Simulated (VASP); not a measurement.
PIr2:

```xyz
3
Lattice="0.0000 2.7489 2.7489 2.7489 0.0000 2.7489 2.7489 2.7489 0.0000" Properties=species:S:1:pos:R:3 pbc="T T T"
P     0.0000    0.0000    0.0000
Ir    1.3745    1.3745    1.3745
Ir    4.1234    4.1234    4.1234
```

This cell differs from its parent crystal: volume scaled by 0.98.

Base run:

- Program: VASP 6.6.1
- Functional: LDA
- Potentials or basis: VASP PAW LDA potentials, release 64 (P, Ir)
- Cutoff: 520 eV
- k mesh: 11 × 11 × 11
- Occupations: fermi-dirac, width 0.05 eV
- Spin: no spin polarisation

Its results: pressure 3.5 GPa.

Problem. The run is repeated on the same cell with these changes: potentials or basis from VASP PAW LDA potentials, release 64 (P, Ir) to VASP PAW LDA potentials, release 64 (P, Ir_sv_GW); cutoff from 520 eV to 420 eV; further incar settings from ALGO = Normal; EDIFF = 1e-08; NBANDS = 18 to ALGO = Normal; EDIFF = 1e-08; NBANDS = 26; valence electrons from 23 to 39. What comes out?

Solution. Pressure 0.8 GPa.
